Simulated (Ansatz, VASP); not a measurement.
**Ta in VASP and in Ansatz**

```xyz
1
Lattice="-1.7151 1.7151 1.6157 1.7151 -1.7151 1.6157 1.7151 1.7151 -1.6157" Properties=species:S:1:pos:R:3 pbc="T T T"
Ta    0.0000    0.0000    0.0000
```

Alike in both runs: task single point; functional PBE; k mesh 20 × 20 × 20; occupations gaussian, width 0.15 eV; no spin polarisation.

|  | VASP | Ansatz |
| --- | --- | --- |
| version | VASP 6.6.1 | Ansatz 0.2.0 |
| potentials or method | VASP PAW PBE potentials, release 64 (Ta_pv), cutoff 520 eV | scalar-relativistic, plane waves, PAW |
| valence electrons in the cell | 11 | 13 |

|  | VASP | Ansatz | Ansatz less VASP |
| --- | --- | --- | --- |
| gap on the k mesh at the Fermi level (eV) | none | none | - |
| pressure (GPa) | -6.6 | -6.6 | -0.01 |
| traceless stress, the component that is largest in VASP (GPa) | 3.31 | 3.31 | +0.005 |

A gap of «none» marks a metal or a gap that the smearing closes. The functional is the same, so the differences come from potentials, cutoffs and numerics. VASP's potentials hold 11 valence electrons a cell and Ansatz's 13, so a difference there can come from the potentials and not from the codes.

Spin-orbit coupling is off throughout.
